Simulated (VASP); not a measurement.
# HfB2 in VASP: further runs, part 2 of 2

VASP 6.6.1. Earlier steps stand in the parts before.

### Step 4. Single point, PBE (volume scaled by 0.98)

The input, INCAR:

```
PREC = Accurate ; ENCUT = 520
EDIFF = 1E-7 ; ISMEAR = -1
SIGMA = 0.05 ; LREAL = F
LASPH = T ; NELM = 60
ALGO = Normal ; ISIF = 2
LWAVE = F ; LCHARG = F
GGA = PE ; NBANDS = 15
```

The input, KPOINTS:

```
Automatic mesh
0
Gamma
  10 10 8
```

The input, POSCAR:

```
HfB2
1.0
    3.1189255395      0.0000000000      0.0000000000
   -1.5594627698      2.7010687497      0.0000000000
    0.0000000000      0.0000000000      3.4566435916
Hf B
1 2
Direct
    0.0000000000      0.0000000000      0.0000000000
    0.6666666667      0.3333333333      0.5000000000
    0.3333333333      0.6666666667      0.5000000000
```

Potentials or basis: VASP PAW PBE potentials, release 64 (Hf_pv, B).

Command:

```sh
cat potpaw_PBE.64/Hf_pv/POTCAR potpaw_PBE.64/B/POTCAR > POTCAR
mpirun -np 1 vasp_std > vasp.out
```

OUTCAR:

```text
PREC = Accurate
   ENCUT = 520
   EDIFF = 1E-7
   ISMEAR = -1
   LREAL = F
   LASPH = T
   NELM = 60
   ISIF = 2
   GGA = PE

 ion  position               nearest neighbor table
   1  0.000  0.000  0.000-   2 2.50   3 2.50   2 2.50   3 2.50   2 2.50   2 2.50   3 2.50   3 2.50
                             2 2.50   2 2.50   3 2.50   3 2.50
   2  0.667  0.333  0.500-   3 1.80   3 1.80   3 1.80   1 2.50   1 2.50   1 2.50   1 2.50   1 2.50
                             1 2.50
   3  0.333  0.667  0.500-   2 1.80   2 1.80   2 1.80   1 2.50   1 2.50   1 2.50   1 2.50   1 2.50
                             1 2.50

  LATTYP: Found a hexagonal cell.
 ALAT       =     3.1189255395
 C/A-ratio  =     1.1082802548

  Lattice vectors:

 A1 = (   3.1189255395,   0.0000000000,   0.0000000000)
 A2 = (  -1.5594627698,   2.7010687497,   0.0000000000)
 A3 = (   0.0000000000,   0.0000000000,   3.4566435916)

Analysis of symmetry for initial positions (statically):
=====================================================================
 Subroutine PRICEL returns:
 Original cell was already a primitive cell.

 Routine SETGRP: Setting up the symmetry group for a
 hexagonal supercell.

 Subroutine GETGRP returns: Found 24 space group operations
 (whereof 24 operations were pure point group operations)
 out of a pool of 24 trial point group operations.

The static configuration has the point symmetry D_6h.

Analysis of symmetry for dynamics (positions and initial velocities):
=====================================================================
 Subroutine PRICEL returns:
 Original cell was already a primitive cell.

 Routine SETGRP: Setting up the symmetry group for a
 hexagonal supercell.

 Subroutine GETGRP returns: Found 24 space group operations
 (whereof 24 operations were pure point group operations)
 out of a pool of 24 trial point group operations.

The dynamic configuration has the point symmetry D_6h.

 Subroutine INISYM returns: Found 24 space group operations
 (whereof 24 operations are pure point group operations),
 and found     1 'primitive' translations

[... 124 lines left out ...]
   IVDW    =     0    specifies the selected vdW correction
   LEPSILON=     F    determine dielectric tensor
   LRPA    =     F    only Hartree local field effects (RPA)
 non-spin polarized calculation
  energy-cutoff  :      520.00
  volume of cell :       29.12
 maximum number of plane-waves:       798
 NGX is ok and might be reduce to    24
   NGX = 11   NGY = 11   NGZ = 13

 number of electron      15.9999999 magnetization

 Free energy of the ion-electron system (eV)
  ---------------------------------------------------
  ext. energy  EPLUGINS =         0.00000000
  ---------------------------------------------------
  free energy    TOTEN  =       -26.38552433 eV

  energy without entropy =      -26.38296089  energy(sigma->0) =      -26.38424261

 E-fermi :   7.7212     XC(G=0): -12.6921

 val. band max:        7.6601151953   @ k =   0.2000   0.2000   0.1250
 cond. band min:       7.9634671532   @ k =   0.1000   0.1000   0.2500
 fundamental gap:      0.3033519578
 Fermi energy:         7.7212058416

 k-point     1 :       0.0000    0.0000    0.0000
  band No.  band energies     occupation
      1     -22.7380      2.00000
      2     -22.2214      2.00000
      3     -22.2214      2.00000
      4      -6.0370      2.00000
      5       4.7747      2.00000
      6       4.8913      2.00000
      7       4.8913      2.00000
      8       5.0558      2.00000
      9      11.9594      0.00000
     10      11.9594      0.00000
     11      12.5992      0.00000
     12      12.5992      0.00000
     13      12.9134      0.00000
     14      12.9134      0.00000
[... 401 lines left out ...]
      2     -22.6317      2.00000
      3     -22.4516      2.00000
      4      -2.1963      2.00000
      5      -0.8164      2.00000
      6       3.1380      2.00000
      7       4.0200      2.00000
      8       5.5672      2.00000
      9       9.0109      0.00000
     10      12.0672      0.00000
     11      12.1431      0.00000
     12      14.2616      0.00000
     13      15.5283      0.00000
     14      16.4916      0.00000
     15      18.8996      0.00000

 [... further k-points ...]
[... 5 lines left out ...]
  --------------------------------------------------------------------------------------
  -------------------------------------------------------------------------------------
  Total        1.1540115      1.1540115      1.1919882     -0.0000000      0.0000000      0.0000000
  in kB       63.4929449     63.4929449     65.5824001     -0.0000000      0.0000000      0.0000000
  external PRESSURE =      64.1894299 kB  Pullay stress =       0.0000000 kB

 VOLUME and BASIS-vectors are now :
 -----------------------------------------------------------------------------
  energy-cutoff  :      520.00
  volume of cell :       29.12
      direct lattice vectors                 reciprocal lattice vectors
     3.118925540  0.000000000  0.000000000     0.320623236  0.185111912  0.000000000
    -1.559462770  2.701068750  0.000000000     0.000000000  0.370223823  0.000000000
     0.000000000  0.000000000  3.456643592     0.000000000  0.000000000  0.289297978

 POSITION                                       TOTAL-FORCE (eV/Angst)
 -----------------------------------------------------------------------------------
      0.00000      0.00000      0.00000        -0.000000      0.000000      0.000000
      1.55946      0.90036      1.72832         0.000000      0.000000      0.000000
     -0.00000      1.80071      1.72832        -0.000000      0.000000     -0.000000
 -----------------------------------------------------------------------------------
    total drift:                               -0.000000      0.000000      0.000000

  FREE ENERGIE OF THE ION-ELECTRON SYSTEM (eV)
  ---------------------------------------------------
  free  energy   TOTEN  =       -26.3855243275 eV

  energy  without entropy=      -26.3829608939  energy(sigma->0) =      -26.38424261
```

OSZICAR:

```text
N       E                     dE             d eps       ncg     rms          rms(c)
DAV:   1     0.278069344286E+02    0.27807E+02   -0.79475E+03  2100   0.101E+03
DAV:   2    -0.273106568164E+02   -0.55118E+02   -0.51495E+02  2801   0.220E+02
DAV:   3    -0.287808337284E+02   -0.14702E+01   -0.14640E+01  2723   0.265E+01
DAV:   4    -0.287865557684E+02   -0.57220E-02   -0.57212E-02  2478   0.204E+00
DAV:   5    -0.287865868323E+02   -0.31064E-04   -0.31063E-04  2709   0.136E-01    0.544E+01
DAV:   6    -0.265056271802E+02    0.22810E+01   -0.27654E+00  2527   0.122E+01    0.396E+01
DAV:   7    -0.264573101727E+02    0.48317E-01   -0.99411E-01  2625   0.731E+00    0.117E+01
DAV:   8    -0.263899132486E+02    0.67397E-01   -0.25129E-01  2415   0.383E+00    0.171E+00
DAV:   9    -0.263856467277E+02    0.42665E-02   -0.19303E-02  2443   0.113E+00    0.360E-01
DAV:  10    -0.263855204132E+02    0.12631E-03   -0.71327E-04  2632   0.219E-01    0.266E-01
DAV:  11    -0.263855270332E+02   -0.66200E-05   -0.48967E-05  2576   0.529E-02    0.119E-01
DAV:  12    -0.263855242166E+02    0.28165E-05   -0.36404E-06  2450   0.144E-02    0.139E-02
DAV:  13    -0.263855243287E+02   -0.11209E-06   -0.22083E-07  2555   0.380E-03    0.318E-03
DAV:  14    -0.263855243275E+02    0.12087E-08   -0.10263E-08  1204   0.878E-04
   1 F= -.26385524E+02 E0= -.26384243E+02  d E =-.256343E-02
```

It used 50 s of CPU time on 1 thread of AMD EPYC 7R13 Processor (Zen 3), on a shared host.

Results:

| Item | Value |
| --- | --- |
| Free energy | -26.3855 eV |
| Pressure | 6.4 GPa |
| Band gap on the k mesh | zero (band 8 reaches 8.43 eV, above the bottom of band 9 at 7.58 eV) |

Caveat: spin-orbit coupling is left out, which moves the levels of the heavy elements.

### Step 5. Single point, PBE (atoms moved at random)

The input, INCAR:

```
PREC = Accurate
ENCUT = 520
EDIFF = 1E-7
ISMEAR = -1
SIGMA = 0.05
LREAL = F
LASPH = T
NELM = 100
ALGO = Normal
ISIF = 2
LWAVE = F
LCHARG = F
GGA = PE
NBANDS = 15
```

The input, KPOINTS:

```
regular mesh
0
Gamma
  10 10 8
```

The input, POSCAR:

```
HfB2
1.0
    3.1400000000      0.0000000000      0.0000000000
   -1.5700000000      2.7193197679      0.0000000000
    0.0000000000      0.0000000000      3.4800000000
Hf B
1 2
Direct
    0.0040700000     -0.0037840000     -0.0029730000
    0.6735240000      0.3435500000      0.4913070000
    0.3173900000      0.6751330000      0.4845490000
```

Command:

```sh
cat potpaw_PBE.64/Hf_pv/POTCAR potpaw_PBE.64/B/POTCAR > POTCAR
mpirun -np 1 vasp_std > vasp.out
```

It used 310 s of CPU time on 1 thread of AMD EPYC 7R13 Processor (Zen 3), with other jobs on the host.

Results (log left out):

```yaml
Free_energy: -26.3332 eV
Pressure: 1.8 GPa
Largest_force: 1.328 eV/Å
Band_gap_on_the_k_mesh: zero (band 8 reaches 7.98 eV, above the bottom of band 9 at 7.36 eV)
```

Forces in eV/Å, atoms in the order of the input:
```
Hf  -0.680  0.524 -0.492
B   -0.585 -0.399  0.106
B    1.265 -0.125  0.385
```

Stress tensor (GPa, compression positive):
```
 1.92 -0.43  0.49
-0.43  1.45 -0.33
 0.49 -0.33  2.12
```

Levels at points of the mesh, in eV from the Fermi level:
```
           k point  band 6  band 7  band 8  band 9  band 10  band 11
(0.00, 0.00, 0.00)   -3.02   -2.61   -2.51    3.94     4.13     4.33
(0.50, 0.00, 0.00)   -3.89   -3.37   -2.58    1.74     2.90     5.54
(0.00, 0.50, 0.00)   -4.08   -3.46   -2.69    2.09     2.95     5.61
(0.50, 0.50, 0.00)   -4.20   -3.51   -2.84    2.48     2.85     5.72
(0.00, 0.00, 0.50)   -1.59   -0.75    0.17    0.72     1.06     1.10
(0.50, 0.00, 0.50)   -4.81   -4.78   -2.44    4.03     4.21     6.32
(0.00, 0.50, 0.50)   -4.86   -4.61   -2.61    3.92     4.25     6.32
(0.50, 0.50, 0.50)   -4.96   -4.50   -2.73    3.95     4.31     6.33
```

Caveat: the cell differs from its parent crystal (atoms moved at random); spin-orbit coupling is left out, which moves the levels of the heavy elements; forces of over 1 eV/Å act on the atoms, so gaps and moduli don't describe the material at rest.

### Step 6. Summary

```tsv
task	level	cell	cutoff (eV)	gap on the mesh (eV)	pressure (GPa)
relaxation of cell and atoms	BLYP+D4	relaxed from a = 3.140, b = 3.140, c = 3.480 Å, angles 90.0, 90.0, 120.0°, 3 atoms	600	none	0.0
single point	PBE	a = 3.076, b = 3.076, c = 3.409 Å, angles 90.0, 90.0, 120.0°, 3 atoms	520	none	19.0
single point	PBE	a = 3.119, b = 3.119, c = 3.457 Å, angles 90.0, 90.0, 120.0°, 3 atoms	520	none	6.4
single point	PBE	a = 3.140, b = 3.140, c = 3.480 Å, angles 90.0, 90.0, 120.0°, 3 atoms	520	none	1.8
```

Alike in all rows: potentials or basis VASP PAW PBE potentials, release 64 (Hf_pv, B); no spin polarisation; k mesh 10 × 10 × 8; smearing fermi-dirac 0.05 eV.

Caveats: spin-orbit coupling is left out, which moves the levels of the heavy elements; the PAW data sets were made with another functional, which shifts forces and pressure a little (some runs); pairwise dispersion overbinds metals, which lowers pressure and volume (some runs); forces of over 1 eV/Å act on the atoms, so gaps and moduli don't describe the material at rest (some runs).

Absolute energies hang on the potentials; compare differences alone.
